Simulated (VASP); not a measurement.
# Au (P6_3/mmc) in VASP: notebook, part 2 of 3

VASP 6.6.1. Earlier steps stand in the parts before.

**3. Single point, r2SCAN (strain -0.025 along x and y, +0.025 along z)**

The input, POSCAR:

```
Au
1.0
    2.8180352590      0.0000000000      0.0000000000
   -1.4090176295      2.4404901231      0.0000000000
    0.0000000000      0.0000000000      4.9863335876
Au
2
Direct
    0.3333333333      0.6666666667      0.7500000000
    0.6666666667      0.3333333333      0.2500000000
```

The input, INCAR.step1:

```
SYSTEM = Au
PREC     = Accurate       ! precision mode
ENCUT    = 520            ! plane-wave cutoff, eV
ISMEAR   = 0              ! smearing method
SIGMA    = 0.15           ! smearing width, eV
LREAL    = .FALSE.        ! projectors in reciprocal space
LASPH    = .TRUE.         ! aspherical terms in the spheres
NELM     = 80             ! most SCF steps
NBANDS   = 18             ! bands
GGA      = PE             ! functional
ALGO     = Normal         ! electronic algorithm
EDIFF    = 1E-4           ! SCF threshold, eV
LWAVE    = .TRUE.         ! write WAVECAR
LCHARG   = .FALSE.        ! write CHGCAR
```

The input, INCAR.step2:

```
SYSTEM = Au
PREC     = Accurate       ! precision mode
ENCUT    = 520            ! plane-wave cutoff, eV
EDIFF    = 1E-6           ! SCF threshold, eV
ISMEAR   = 0              ! smearing method
SIGMA    = 0.15           ! smearing width, eV
LREAL    = .FALSE.        ! projectors in reciprocal space
LASPH    = .TRUE.         ! aspherical terms in the spheres
NELM     = 80             ! most SCF steps
ALGO     = Normal         ! electronic algorithm
ISIF     = 2              ! what is computed and relaxed
LWAVE    = .FALSE.        ! write WAVECAR
LCHARG   = .FALSE.        ! write CHGCAR
METAGGA  = R2SCAN         ! meta-GGA
LMIXTAU  = .TRUE.       
NBANDS   = 18             ! bands
ISTART   = 1
```

The input, KPOINTS:

```
regular mesh
0
G
  24 24 12
  0 0 0
```

Potentials or basis: VASP PAW PBE potentials, release 64 (Au).

On the command line:

```
> cat potpaw_PBE.64/Au/POTCAR > POTCAR
> cp INCAR.step1 INCAR
> mpirun -np 1 vasp_std > vasp.out
> cp INCAR.step2 INCAR
> mpirun -np 1 vasp_std > vasp.out
```

OUTCAR:

```text
SYSTEM = Au
   PREC = Accurate
   ENCUT = 520
   EDIFF = 1E-6
   ISMEAR = 0
   LREAL = .FALSE.
   LASPH = .TRUE.
   NELM = 80
   ISIF = 2
   METAGGA = R2SCAN
   ISTART = 1

 ion  position               nearest neighbor table
   1  0.333  0.667  0.750-   2 2.98   2 2.98   2 2.98   2 2.98   2 2.98   2 2.98
   2  0.667  0.333  0.250-   1 2.98   1 2.98   1 2.98   1 2.98   1 2.98   1 2.98

  LATTYP: Found a hexagonal cell.
 ALAT       =     2.8180352590
 C/A-ratio  =     1.7694361955

  Lattice vectors:

 A1 = (   2.8180352590,   0.0000000000,   0.0000000000)
 A2 = (  -1.4090176295,   2.4404901231,   0.0000000000)
 A3 = (   0.0000000000,   0.0000000000,   4.9863335876)

Analysis of symmetry for initial positions (statically):
=====================================================================
 Subroutine PRICEL returns:
 Original cell was already a primitive cell.

 Routine SETGRP: Setting up the symmetry group for a
 hexagonal supercell.

 Subroutine GETGRP returns: Found 24 space group operations
 (whereof 12 operations were pure point group operations)
 out of a pool of 24 trial point group operations.

The static configuration has the point symmetry D_3d.
 The point group associated with its full space group is D_6h.

Analysis of symmetry for dynamics (positions and initial velocities):
=====================================================================
 Subroutine PRICEL returns:
 Original cell was already a primitive cell.

 Routine SETGRP: Setting up the symmetry group for a
 hexagonal supercell.

 Subroutine GETGRP returns: Found 24 space group operations
 (whereof 12 operations were pure point group operations)
 out of a pool of 24 trial point group operations.

The dynamic configuration has the point symmetry D_3d.
 The point group associated with its full space group is D_6h.

 Subroutine INISYM returns: Found 24 space group operations
 (whereof 12 operations are pure point group operations),
 and found     1 'primitive' translations

----------------------------------------------------------------------------------------

                                     Primitive cell

  volume of cell :      34.2929

  direct lattice vectors                    reciprocal lattice vectors
     2.818035259  0.000000000  0.000000000     0.354857164  0.204876879  0.000000000
    -1.409017630  2.440490123  0.000000000     0.000000000  0.409753758  0.000000000
     0.000000000  0.000000000  4.986333588     0.000000000  0.000000000  0.200548155

  length of vectors
     2.818035259  2.818035259  4.986333588     0.409753758  0.409753758  0.200548155

  position of ions in fractional coordinates (direct lattice)
     0.333333333  0.666666667  0.750000000
     0.666666667  0.333333333  0.250000000

  ion indices of the primitive-cell ions
   primitive index   ion index
                 1           1
                 2           2

----------------------------------------------------------------------------------------

 KPOINTS: regular mesh

Automatic generation of k-mesh.
 Grid dimensions read from file:
 generate k-points for:   24   24   12

 Generating k-lattice:

  Cartesian coordinates                     Fractional coordinates (reciprocal lattice)
     0.014785715  0.008536537  0.000000000     0.041666667  0.000000000  0.000000000
     0.000000000  0.017073073  0.000000000     0.000000000  0.041666667  0.000000000
     0.000000000  0.000000000  0.016712346     0.000000000  0.000000000  0.083333333

  Length of vectors
     0.017073073  0.017073073  0.016712346

  Shift w.r.t. Gamma in fractional coordinates (k-lattice)
     0.000000000  0.000000000  0.000000000

 Subroutine IBZKPT returns following result:
 ===========================================

 Found    427 irreducible k-points:

 Following reciprocal coordinates:
            Coordinates               Weight
  0.000000  0.000000  0.000000      1.000000
  0.041667  0.000000  0.000000      6.000000
  0.083333  0.000000  0.000000      6.000000
  0.125000  0.000000  0.000000      6.000000
  0.166667  0.000000  0.000000      6.000000
  0.208333  0.000000  0.000000      6.000000
[... 16 lines left out ...]
  0.416667  0.041667  0.000000     12.000000
  0.458333  0.041667  0.000000     12.000000
 [... further k-points ...]
   k-points           NKPTS =    427   k-points in BZ     NKDIM =    427   number of bands    NBANDS=     18
   number of dos      NEDOS =    301   number of ions     NIONS =      2
   total plane-waves  NPLWV =  23040
   dimension x,y,z NGX =    24 NGY =   24 NGZ =   40
   dimension x,y,z NGXF=    48 NGYF=   48 NGZF=   80
   ions per type =               2
   NGX,Y,Z   is equivalent  to a cutoff of  14.16, 14.16, 13.34 a.u.
   NGXF,Y,Z  is equivalent  to a cutoff of  28.32, 28.32, 26.67 a.u.
 SYSTEM =  Au
   PREC   = accura    normal or accurate (medium, high low for compatibility)
   ISTART =      1    job   : 0-new  1-cont  2-samecut
   ICHARG =      0    charge: 1-file 2-atom 10-const
   ISPIN  =      1    spin polarized calculation?
   LNONCOLLINEAR =      F non collinear calculations
   LSORBIT =      F    spin-orbit coupling
   LASPH  =      T    aspherical Exc in radial PAW
   ENCUT  =  520.0 eV  38.22 Ry    6.18 a.u.   5.24  5.24  9.27*2*pi/ulx,y,z
   NELM   =     80;   NELMIN=  2; NELMDL=  0     # of ELM steps
   EDIFF  = 0.1E-05   stopping-criterion for ELM
   LREAL  =      F    real-space projection
   EDIFFG = 0.1E-04   stopping-criterion for IOM
   NSW    =      0    number of steps for IOM
   IBRION =     -1    ionic relax: 0-MD 1-quasi-New 2-CG
   NFREE  =      0    steps in history (QN), initial steepest desc. (CG)
   ISIF   =      2    stress and relaxation
   ISYM   =      2    0-nonsym 1-usesym 2-fastsym
   POTIM  = 0.5000    time-step for ionic-motion
   TEBEG  =    0.0;   TEEND  =   0.0 temperature during run
   PSTRESS=    0.0 pullay stress
   NELECT =      22.0000    total number of electrons
   NUPDOWN=      -1.0000    fix difference up-down
   EMIN   =  10.00;   EMAX   =-10.00  energy-range for DOS
   EFERMI =   0.00;   METHOD = LEGACY
   ISMEAR =     0;   SIGMA  =   0.15  broadening in eV -4-tet -1-fermi 0-gaus
   EFERMI_NEDOS =   21; number of points for ismear=-14 and -15
   IALGO  =     38    algorithm
   IMIX   =      4    mixing-type and parameters
     AMIX     =   0.40;   BMIX     =  1.00
     AMIX_MAG =   1.60;   BMIX_MAG =  1.00
  volume/ion in A,a.u.               =      17.15       115.71
  Fermi-wavevector in a.u.,A,eV,Ry     =   1.411933  2.668167 27.123964  1.993555
  Thomas-Fermi vector in A             =   2.533734
   LORBIT       =      0    0 simple, 1 ext, 2 COOP (PROOUT), +10 PAW based schemes
   METAGGA = R2SCAN    functional components
   LHFCALC =     F    Hartree Fock is set to
   AEXX    =    0.0000 exact exchange contribution
   IVDW    =     0    specifies the selected vdW correction
   LEPSILON=     F    determine dielectric tensor
   LRPA    =     F    only Hartree local field effects (RPA)
 non-spin polarized calculation
 Gauss-broadening in eV      SIGMA  =   0.15
  energy-cutoff  :      520.00
  volume of cell :       34.29
 maximum number of plane-waves:       942
 NGX is ok and might be reduce to    24
   NGX = 11   NGY = 11   NGZ = 19

 number of electron      21.9999998 magnetization

 Free energy of the ion-electron system (eV)
  ---------------------------------------------------
  ext. energy  EPLUGINS =         0.00000000
  ---------------------------------------------------
  free energy    TOTEN  =      -101.14753324 eV

  energy without entropy =     -101.14083510  energy(sigma->0) =     -101.14418417

 E-fermi :   9.2824     XC(G=0): -13.5765

 val. band max:        9.2623083136   @ k =   0.3333   0.0417   0.3333
 cond. band min:       9.2999211016   @ k =   0.3333   0.1250   0.5000
 fundamental gap:      0.0376127880
 Fermi energy:         9.2823913948

 k-point     1 :       0.0000    0.0000    0.0000
  band No.  band energies     occupation
      1      -0.8134      2.00000
      2       1.3897      2.00000
      3       3.8224      2.00000
      4       4.3733      2.00000
      5       4.3733      2.00000
      6       4.6253      2.00000
[... 10 lines left out ...]
     17      29.3669      0.00000
     18      29.3669      0.00000
[... 463 lines left out ...]
 k-point    24 :       0.4583    0.0417    0.0000
  band No.  band energies     occupation
      1       2.0124      2.00000
      2       2.1295      2.00000
      3       2.6806      2.00000
      4       4.4295      2.00000
      5       4.6680      2.00000
      6       4.7914      2.00000
[... 10 lines left out ...]
     17      21.2489      0.00000
     18      25.0313      0.00000

 [... further k-points ...]

------------------------ aborting loop because EDIFF is reached ----------------------------------------

  FORCE on cell =-STRESS in cart. coord.  units (eV):
  Direction    XX          YY          ZZ          XY          YZ          ZX
  --------------------------------------------------------------------------------------
  -------------------------------------------------------------------------------------
  Total        1.4689046      1.4689046      0.4704959      0.0000000      0.0000000      0.0000000
  in kB       68.6276887     68.6276887     21.9817175      0.0000000      0.0000000      0.0000000
  external PRESSURE =      53.0790316 kB  Pullay stress =       0.0000000 kB

 VOLUME and BASIS-vectors are now :
 -----------------------------------------------------------------------------
  energy-cutoff  :      520.00
  volume of cell :       34.29
      direct lattice vectors                 reciprocal lattice vectors
     2.818035259  0.000000000  0.000000000     0.354857164  0.204876879  0.000000000
    -1.409017630  2.440490123  0.000000000     0.000000000  0.409753758  0.000000000
     0.000000000  0.000000000  4.986333588     0.000000000  0.000000000  0.200548155

 POSITION                                       TOTAL-FORCE (eV/Angst)
 -----------------------------------------------------------------------------------
     -0.00000      1.62699      3.73975        -0.000000      0.000000      0.000000
      1.40902      0.81350      1.24658         0.000000     -0.000000      0.000000
 -----------------------------------------------------------------------------------
    total drift:                               -0.000000      0.000000     -0.000000

  FREE ENERGIE OF THE ION-ELECTRON SYSTEM (eV)
  ---------------------------------------------------
  free  energy   TOTEN  =      -101.1475332385 eV

  energy  without entropy=     -101.1408351041  energy(sigma->0) =     -101.14418417
```

Wall time 11 min (1 thread of AMD EPYC 9R45 (Zen 5), shared host); peak memory 0.31 GiB.

What came out:

- Free energy: -101.1475 eV
- Pressure: 5.3 GPa
- Band gap on the k mesh: zero (bands 11 and 12 overlap by 7.46 eV)

Levels at points of the mesh, in eV from the Fermi level:
```tsv
k point	band 7	band 8	band 9	band 10	band 11	band 12	band 13	band 14	band 15	band 16
(0.00, 0.00, 0.00)	-4.66	-3.60	-3.60	-2.47	-2.47	-1.34	1.98	15.44	15.69	17.57
(0.50, 0.00, 0.00)	-3.74	-2.37	-1.93	-1.79	0.51	1.86	5.69	7.31	7.38	11.48
(0.00, 0.00, 0.50)	-4.90	-4.90	-2.90	-2.90	-2.90	-2.90	9.85	9.85	15.97	15.97
(0.50, 0.00, 0.50)	-2.69	-2.69	-1.85	-1.85	0.60	0.60	4.25	4.25	13.06	13.06
```

Caveat: the cell differs from its parent crystal (strain -0.025 along x and y, +0.025 along z); the cell stands under pressure; the PAW data sets were made with another functional, which shifts forces and pressure a little; spin-orbit coupling is left out, which moves the levels of the heavy elements.

(Part 2 of 3 ends here.)
